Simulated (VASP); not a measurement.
# WC (Fm-3m) in VASP: a series of runs

Runs on WC. Level: PBEsol+U. Tasks: single point.

Program: VASP 6.6.1. These are calculated values, not measurements. Logs are shortened: lines on timing, memory, paths and dates and some standing lists are left out, and cuts for length are marked.

## (1) The cell of the first run

The structure is cubic, space group Fm-3m (No. 225). Conventional cell: a = 4.346 Å, b = 4.346 Å, c = 4.346 Å, α = 90.00°, β = 90.00°, γ = 90.00°. W (site symmetry m-3m) has 6 C at 2.17 Å within 2.9 Å. Within 2.9 Å of C (site symmetry m-3m) lie 6 W at 2.17 Å.

## (2) Single point, PBEsol+U

INCAR reads:

```
SYSTEM = WC
PREC = Accurate
ENCUT = 520
EDIFF = 1E-6
ISMEAR = -1
SIGMA = 0.05
LREAL = .False.
LASPH = .True.
NELM = 150
ALGO = Normal
ISIF = 2
LWAVE = .False.
LCHARG = .False.
LMAXMIX = 4
LDAU = .True.
LDAUTYPE = 2
LDAUL = 2 -1
LDAUU = 3 0
LDAUJ = 0 0
LDAUPRINT = 1
GGA = PS
NBANDS = 16
```

KPOINTS reads:

```
regular mesh
0
Gamma
  10 10 10
  0 0 0
```

POSCAR reads:

```
WC
1.0
    0.0000000000      2.1731743529      2.1731743529
    2.1731743529      0.0000000000      2.1731743529
    2.1731743529      2.1731743529      0.0000000000
W C
1 1
Direct
    0.0000000000      0.0000000000      0.0000000000
    0.5000000000      0.5000000000      0.5000000000
```

Potentials or basis: VASP PAW PBE potentials, release 64 (W_sv, C).

The run is started by

```sh
$ cat potpaw_PBE.64/W_sv/POTCAR potpaw_PBE.64/C/POTCAR > POTCAR
$ mpirun -np 1 vasp_std > vasp.out
```

OUTCAR:

```text
SYSTEM = WC
   PREC = Accurate
   ENCUT = 520
   EDIFF = 1E-6
   ISMEAR = -1
   LREAL = .False.
   LASPH = .True.
   NELM = 150
   ISIF = 2
   GGA = PS

 ion  position               nearest neighbor table
   1  0.000  0.000  0.000-   2 2.17   2 2.17   2 2.17   2 2.17   2 2.17   2 2.17
   2  0.500  0.500  0.500-   1 2.17   1 2.17   1 2.17   1 2.17   1 2.17   1 2.17

  LATTYP: Found a face centered cubic cell.
 ALAT       =     4.3463487058

  Lattice vectors:

 A1 = (   0.0000000000,   2.1731743529,   2.1731743529)
 A2 = (   2.1731743529,   0.0000000000,   2.1731743529)
 A3 = (   2.1731743529,   2.1731743529,   0.0000000000)

Analysis of symmetry for initial positions (statically):
=====================================================================
 Subroutine PRICEL returns:
 Original cell was already a primitive cell.

 Routine SETGRP: Setting up the symmetry group for a
 face centered cubic supercell.

 Subroutine GETGRP returns: Found 48 space group operations
 (whereof 48 operations were pure point group operations)
 out of a pool of 48 trial point group operations.

The static configuration has the point symmetry O_h .

Analysis of symmetry for dynamics (positions and initial velocities):
=====================================================================
 Subroutine PRICEL returns:
 Original cell was already a primitive cell.

 Routine SETGRP: Setting up the symmetry group for a
 face centered cubic supercell.

 Subroutine GETGRP returns: Found 48 space group operations
 (whereof 48 operations were pure point group operations)
 out of a pool of 48 trial point group operations.

The dynamic configuration has the point symmetry O_h .

 Subroutine INISYM returns: Found 48 space group operations
 (whereof 48 operations are pure point group operations),
 and found     1 'primitive' translations

----------------------------------------------------------------------------------------

                                     Primitive cell

  volume of cell :      20.5264

  direct lattice vectors                    reciprocal lattice vectors
     0.000000000  2.173174353  2.173174353    -0.230078180  0.230078180  0.230078180
     2.173174353  0.000000000  2.173174353     0.230078180 -0.230078180  0.230078180
     2.173174353  2.173174353  0.000000000     0.230078180  0.230078180 -0.230078180

  length of vectors
     3.073332643  3.073332643  3.073332643     0.398507098  0.398507098  0.398507098

  position of ions in fractional coordinates (direct lattice)
     0.000000000  0.000000000  0.000000000
     0.500000000  0.500000000  0.500000000

  ion indices of the primitive-cell ions
   primitive index   ion index
                 1           1
                 2           2

----------------------------------------------------------------------------------------

 KPOINTS: regular mesh

Automatic generation of k-mesh.
 Grid dimensions read from file:
 generate k-points for:   10   10   10

 Generating k-lattice:

  Cartesian coordinates                     Fractional coordinates (reciprocal lattice)
    -0.023007818  0.023007818  0.023007818     0.100000000  0.000000000  0.000000000
     0.023007818 -0.023007818  0.023007818     0.000000000  0.100000000  0.000000000
     0.023007818  0.023007818 -0.023007818     0.000000000  0.000000000  0.100000000

  Length of vectors
     0.039850710  0.039850710  0.039850710

  Shift w.r.t. Gamma in fractional coordinates (k-lattice)
     0.000000000  0.000000000  0.000000000

 Subroutine IBZKPT returns following result:
 ===========================================

 Found     47 irreducible k-points:

 Following reciprocal coordinates:
            Coordinates               Weight
  0.000000  0.000000  0.000000      1.000000
  0.100000  0.000000  0.000000      8.000000
  0.200000  0.000000  0.000000      8.000000
  0.300000  0.000000  0.000000      8.000000
  0.400000  0.000000  0.000000      8.000000
  0.500000  0.000000  0.000000      4.000000
[... 16 lines left out ...]
  0.300000  0.300000  0.000000      6.000000
  0.400000  0.300000  0.000000     24.000000
 [... further k-points ...]
   k-points           NKPTS =     47   k-points in BZ     NKDIM =     47   number of bands    NBANDS=     16
   number of dos      NEDOS =    301   number of ions     NIONS =      2
   total plane-waves  NPLWV =  13824
   dimension x,y,z NGX =    24 NGY =   24 NGZ =   24
   dimension x,y,z NGXF=    48 NGYF=   48 NGZF=   48
   ions per type =               1   1
   NGX,Y,Z   is equivalent  to a cutoff of  12.98, 12.98, 12.98 a.u.
   NGXF,Y,Z  is equivalent  to a cutoff of  25.96, 25.96, 25.96 a.u.
 SYSTEM =  WC
   PREC   = accura    normal or accurate (medium, high low for compatibility)
   ISTART =      0    job   : 0-new  1-cont  2-samecut
   ICHARG =      2    charge: 1-file 2-atom 10-const
   ISPIN  =      1    spin polarized calculation?
   LNONCOLLINEAR =      F non collinear calculations
   LSORBIT =      F    spin-orbit coupling
   LASPH  =      T    aspherical Exc in radial PAW
   ENCUT  =  520.0 eV  38.22 Ry    6.18 a.u.   5.71  5.71  5.71*2*pi/ulx,y,z
   NELM   =    150;   NELMIN=  2; NELMDL= -5     # of ELM steps
   EDIFF  = 0.1E-05   stopping-criterion for ELM
   LREAL  =      F    real-space projection
   EDIFFG = 0.1E-04   stopping-criterion for IOM
   NSW    =      0    number of steps for IOM
   IBRION =     -1    ionic relax: 0-MD 1-quasi-New 2-CG
   NFREE  =      0    steps in history (QN), initial steepest desc. (CG)
   ISIF   =      2    stress and relaxation
   ISYM   =      2    0-nonsym 1-usesym 2-fastsym
   POTIM  = 0.5000    time-step for ionic-motion
   TEBEG  =    0.0;   TEEND  =   0.0 temperature during run
   PSTRESS=    0.0 pullay stress
   NELECT =      18.0000    total number of electrons
   NUPDOWN=      -1.0000    fix difference up-down
   EMIN   =  10.00;   EMAX   =-10.00  energy-range for DOS
   EFERMI =   0.00;   METHOD = LEGACY
   ISMEAR =    -1;   SIGMA  =   0.05  broadening in eV -4-tet -1-fermi 0-gaus
   EFERMI_NEDOS =   21; number of points for ismear=-14 and -15
   IALGO  =     38    algorithm
   IMIX   =      4    mixing-type and parameters
     AMIX     =   0.40;   BMIX     =  1.00
     AMIX_MAG =   1.60;   BMIX_MAG =  1.00
  volume/ion in A,a.u.               =      10.26        69.26
  Fermi-wavevector in a.u.,A,eV,Ry     =   1.566971  2.961147 33.407741  2.455400
  Thomas-Fermi vector in A             =   2.669220
   LORBIT       =      0    0 simple, 1 ext, 2 COOP (PROOUT), +10 PAW based schemes
 LDA+U is selected, type is set to LDAUTYPE =  2
   angular momentum for each species LDAUL =     2   -1
   U (eV)           for each species LDAUU =   3.0  0.0
   J (eV)           for each species LDAUJ =   0.0  0.0
   GGA     = PS    functional components
   LHFCALC =     F    Hartree Fock is set to
   AEXX    =    0.0000 exact exchange contribution
   IVDW    =     0    specifies the selected vdW correction
   LEPSILON=     F    determine dielectric tensor
   LRPA    =     F    only Hartree local field effects (RPA)
 non-spin polarized calculation
  energy-cutoff  :      520.00
  volume of cell :       20.53
 maximum number of plane-waves:       568
   NGX = 11   NGY = 11   NGZ = 11

atom =   1  type =  1  l = 2

 onsite density matrix

spin component  1

  0.3375  0.0000  0.0000 -0.0000 -0.0000
  0.0000  0.3375  0.0000  0.0000 -0.0000
  0.0000  0.0000  0.3503 -0.0000  0.0000
 -0.0000  0.0000 -0.0000  0.3375 -0.0000
 -0.0000 -0.0000  0.0000 -0.0000  0.3503

spin component  2

  0.3375  0.0000  0.0000 -0.0000 -0.0000
  0.0000  0.3375  0.0000  0.0000 -0.0000
  0.0000  0.0000  0.3503 -0.0000  0.0000
 -0.0000  0.0000 -0.0000  0.3375 -0.0000
 -0.0000 -0.0000  0.0000 -0.0000  0.3503

 occupancies and eigenvectors

  o =  0.3375  v =  0.0000  0.9997  0.0000  0.0230 -0.0000  0.0000  0.0000  0.0000  0.0000  0.0000      0.0000  0.0000  0.0000  0.0000  0.0000  0.0000  0.0000  0.0000  0.0000  0.0000
  o =  0.3375  v =  0.0000  0.0000  0.0000  0.0000  0.0000  0.0000  0.9997  0.0000  0.0230 -0.0000      0.0000  0.0000  0.0000  0.0000  0.0000  0.0000  0.0000  0.0000  0.0000  0.0000
  o =  0.3375  v =  0.0000  0.0000  0.0000  0.0000  0.0000  0.0000 -0.0230 -0.0000  0.9997  0.0000      0.0000  0.0000  0.0000  0.0000  0.0000  0.0000  0.0000  0.0000  0.0000  0.0000
  o =  0.3375  v =  0.0000 -0.0230 -0.0000  0.9997  0.0000  0.0000  0.0000  0.0000  0.0000  0.0000      0.0000  0.0000  0.0000  0.0000  0.0000  0.0000  0.0000  0.0000  0.0000  0.0000
  o =  0.3375  v =  1.0000  0.0000  0.0000  0.0000  0.0000  0.0000  0.0000  0.0000  0.0000  0.0000      0.0000  0.0000  0.0000  0.0000  0.0000  0.0000  0.0000  0.0000  0.0000  0.0000
  o =  0.3375  v =  0.0000  0.0000  0.0000  0.0000  0.0000  1.0000  0.0000  0.0000  0.0000  0.0000      0.0000  0.0000  0.0000  0.0000  0.0000  0.0000  0.0000  0.0000  0.0000  0.0000
  o =  0.3503  v =  0.0000  0.0000 -0.6565 -0.0000  0.7543  0.0000  0.0000  0.0000  0.0000  0.0000      0.0000  0.0000  0.0000  0.0000  0.0000  0.0000  0.0000  0.0000  0.0000  0.0000
  o =  0.3503  v =  0.0000  0.0000  0.0000  0.0000  0.0000  0.0000  0.0000 -0.6565 -0.0000  0.7543      0.0000  0.0000  0.0000  0.0000  0.0000  0.0000  0.0000  0.0000  0.0000  0.0000
  o =  0.3503  v =  0.0000  0.0000  0.0000  0.0000  0.0000  0.0000 -0.0000  0.7543  0.0000  0.6565      0.0000  0.0000  0.0000  0.0000  0.0000  0.0000  0.0000  0.0000  0.0000  0.0000
  o =  0.3503  v =  0.0000 -0.0000  0.7543  0.0000  0.6565  0.0000  0.0000  0.0000  0.0000  0.0000      0.0000  0.0000  0.0000  0.0000  0.0000  0.0000  0.0000  0.0000  0.0000  0.0000

 number of electron      18.0000000 magnetization

 Free energy of the ion-electron system (eV)
  ---------------------------------------------------
  ext. energy  EPLUGINS =         0.00000000
  ---------------------------------------------------
  free energy    TOTEN  =       -19.61863001 eV

  energy without entropy =      -19.61212758  energy(sigma->0) =      -19.61537880

 E-fermi :  12.9866     XC(G=0): -13.9973

 val. band max:       12.9315016112   @ k =  -0.1000   0.1000   0.0000
 cond. band min:      13.0499429787   @ k =  -0.3000   0.3000   0.1000
 fundamental gap:      0.1184413675
 Fermi energy:        12.9865812225

 k-point     1 :       0.0000    0.0000    0.0000
  band No.  band energies     occupation
      1     -62.8775      2.00000
      2     -26.8532      2.00000
      3     -26.8532      2.00000
      4     -26.8532      2.00000
      5      -3.2877      2.00000
      6      10.1066      2.00000
[... 8 lines left out ...]
     15      22.2590      0.00000
     16      36.5943      0.00000
[... 419 lines left out ...]
 k-point    24 :       0.4000    0.3000    0.0000
  band No.  band energies     occupation
      1     -62.8325      2.00000
      2     -27.3275      2.00000
      3     -27.0478      2.00000
      4     -27.0282      2.00000
      5      -0.6827      2.00000
      6       5.5815      2.00000
[... 8 lines left out ...]
     15      24.6994      0.00000
     16      28.4225      0.00000

 [... further k-points ...]
[... 5 lines left out ...]
  --------------------------------------------------------------------------------------
  -------------------------------------------------------------------------------------
  Total        0.8421103      0.8421103      0.8421103      0.0000000     -0.0000000     -0.0000000
  in kB       65.7303341     65.7303341     65.7303341      0.0000000     -0.0000000     -0.0000000
  external PRESSURE =      65.7303341 kB  Pullay stress =       0.0000000 kB

 VOLUME and BASIS-vectors are now :
 -----------------------------------------------------------------------------
  energy-cutoff  :      520.00
  volume of cell :       20.53
      direct lattice vectors                 reciprocal lattice vectors
     0.000000000  2.173174353  2.173174353    -0.230078180  0.230078180  0.230078180
     2.173174353  0.000000000  2.173174353     0.230078180 -0.230078180  0.230078180
     2.173174353  2.173174353  0.000000000     0.230078180  0.230078180 -0.230078180

 POSITION                                       TOTAL-FORCE (eV/Angst)
 -----------------------------------------------------------------------------------
      0.00000      0.00000      0.00000        -0.000000     -0.000000      0.000000
      2.17317      2.17317      2.17317         0.000000      0.000000      0.000000
 -----------------------------------------------------------------------------------
    total drift:                                0.000000     -0.000000     -0.000000

  FREE ENERGIE OF THE ION-ELECTRON SYSTEM (eV)
  ---------------------------------------------------
  free  energy   TOTEN  =       -19.6186300103 eV

  energy  without entropy=      -19.6121275844  energy(sigma->0) =      -19.61537880
```

It took 8.3 s on 1 thread of AMD EPYC 9R45 (Zen 5), shared host; peak memory 0.12 GiB.

Results:

* Free energy: -19.6186 eV
* Pressure: 6.6 GPa
* Band gap on the k mesh: zero (band 9 reaches 14.10 eV, above the bottom of band 10 at 10.73 eV)

Eigenvalues of the final occupation matrices:
| site | spin | trace | eigenvalues |
| --- | --- | --- | --- |
| site 1 d | 1 | 1.71 | 0.34 0.34 0.34 0.35 0.35 |
| site 1 d | 2 | 1.71 | 0.34 0.34 0.34 0.35 0.35 |

Caveat: the PAW data sets were made with another functional, which shifts forces and pressure a little; spin-orbit coupling is left out, which moves the levels of the heavy elements; U without spin polarisation on a metal has little footing; the U is typed as a test and isn't derived for this compound.

(Part 1 of 2 ends here.)
